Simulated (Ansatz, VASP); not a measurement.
**CaF in VASP and in Ansatz**

```xyz
8
Lattice="5.8589 0.0000 0.0000 0.0000 5.4477 0.0000 0.0000 0.0000 3.4667" Properties=species:S:1:pos:R:3 pbc="T T T"
Ca    1.1073    0.0109    0.8667
Ca    4.7515    5.4368    2.6001
Ca    4.0368    2.7130    2.6001
Ca    1.8221    2.7348    0.8667
F     3.3513    1.2584    0.8667
F     2.5076    4.1893    2.6001
F     0.4218    1.4654    2.6001
F     5.4370    3.9823    0.8667
```

Alike in both runs: task single point; functional PBEsol; k mesh 5 × 5 × 7; occupations methfessel-paxton of order 1, width 0.0307 eV; no spin polarisation.

|  | VASP | Ansatz |
| --- | --- | --- |
| version | VASP 6.6.1 | Ansatz 0.2.0 |
| potentials or method | VASP PAW PBE potentials, release 64 (Ca_sv, F), cutoff 520 eV | PAW plane waves |
| valence electrons in the cell | 68 | 68 |

```csv
,VASP,Ansatz,Ansatz less VASP
pressure (GPa),16.1,15.6,-0.50
"traceless stress, the component that is largest in VASP (GPa)",-8.31,-8.11,+0.205
rms of the force components (eV/Å),1.144,1.105,-0.0390
```

VASP's potentials were made for PBE, not for PBEsol. Atom by atom the forces differ by 0.044 eV/Å (rms over components). The functional is the same, so the differences come from potentials, cutoffs and numerics.
